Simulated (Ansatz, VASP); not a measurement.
**Two plane-wave programs on WC**

File INCAR:

```
SYSTEM = WC
PREC = Accurate
ENCUT = 520
EDIFF = 1E-6
ISMEAR = 0
SIGMA = 0.15
LREAL = .FALSE.
LASPH = .TRUE.
NELM = 100
ALGO = Normal
ISIF = 2
LWAVE = .FALSE.
LCHARG = .FALSE.
GGA = PE
NBANDS = 16
```

The input KPOINTS:

```
Automatic mesh
0
G
  18 18 16
  0 0 0
```

File POSCAR:

```
WC
1.0
    2.9005014360      0.0000000000      0.0000000000
   -1.4502507180      2.5119079273      0.0000000000
    0.0000000000      0.0000000000      2.8290000000
W C
1 1
Direct
    0.0000000000      0.0000000000      0.0000000000
    0.6666666667      0.3333333333      0.3939554613
```

Input for Ansatz:

```yaml
crystal:
  lattice:
    - [2.900501436, 0.0, 0.0]
    - [-1.450250718, 2.5119079273, 0.0]
    - [0.0, 0.0, 2.829]
  atoms:
    - { symbol: W, position: [0.0, 0.0, 0.0] }
    - { symbol: C, position: [0.6666666667, 0.3333333333, 0.3939554613] }
basis:
  ecutwfc: 420
kpoints:
  mp_grid: { grid: [18, 18, 16] }
hamiltonian:
  xc: pbe
scf:
  occupations: { method: gaussian, width: 0.15 }
output:
  forces: true
  stress: true
  eigenvalues: true
  write_density: true
  write_potential: true
  elf: true
  volumetric_format: npy
```

Alike in both runs: task single point; functional PBE; k mesh 18 × 18 × 16; occupations gaussian, width 0.15 eV; no spin polarisation.

|  | VASP | Ansatz |
| --- | --- | --- |
| version | VASP 6.6.1 | Ansatz 0.2.0 |
| potentials or method | VASP PAW PBE potentials, release 64 (W_sv, C), cutoff 520 eV | scalar-relativistic, plane waves, PAW |
| valence electrons in the cell | 18 | 18 |

|  | VASP | Ansatz | Ansatz less VASP |
| --- | --- | --- | --- |
| gap on the k mesh at the Fermi level (eV) | none | none | - |
| rms of the force components (eV/Å) | 2.925 | 2.900 | -0.0245 |

Atom by atom the forces differ by 0.024 eV/Å (rms over components). A gap of «none» marks a metal or a gap that the smearing closes.

Spin-orbit coupling is off throughout.
